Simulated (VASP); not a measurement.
Crystal: PbF2.

```
Pb F
1.0
     0.00000    2.96366    2.96366
     2.96366    0.00000    2.96366
     2.96366    2.96366    0.00000
Pb F
1 2
Direct
  0.00000 0.00000 0.00000
  0.75000 0.75000 0.75000
  0.25000 0.25000 0.25000
```

| Property | Result |
| --- | --- |
| Program | VASP 6.6.1 |
| Task | relaxation of cell and atoms |
| Functional | BLYP |
| Dispersion | D3(BJ) |
| Potentials or basis | VASP PAW PBE potentials, release 64 (Pb_d, F) |
| Cutoff | 600 eV |
| k mesh | 8 × 8 × 8 |
| Occupations | fermi-dirac, width 0.05 eV |
| Spin | no spin polarisation |

At the start: pressure 1.9 GPa; volume 17.35 Å³/atom.

Problem. Where does the relaxation end?

Solution. Over 3 steps the energy falls by 2.7 meV/atom and the volume is 17.81 Å³/atom (+2.7 %); space group Fm-3m (No. 225, to 0.1 Å) before and after.

Step by step:
```tsv
step	energy change (eV)	largest force (eV/Å)	pressure (GPa)	volume (Å³)
1	0.0000	0.0000	1.94	52.06
2	-0.0081	0.0000	-0.29	53.66
3	-0.0082	0.0000	-0.01	53.44
```

Final structure:
```
Pb F
1.0
     0.00000    2.98965    2.98965
     2.98965    0.00000    2.98965
     2.98965    2.98965    0.00000
Pb F
1 2
Direct
  0.00000 0.00000 0.00000
  0.75000 0.75000 0.75000
  0.25000 0.25000 0.25000
```

Caveat: the PAW data sets were made with another functional, which shifts forces and pressure a little.
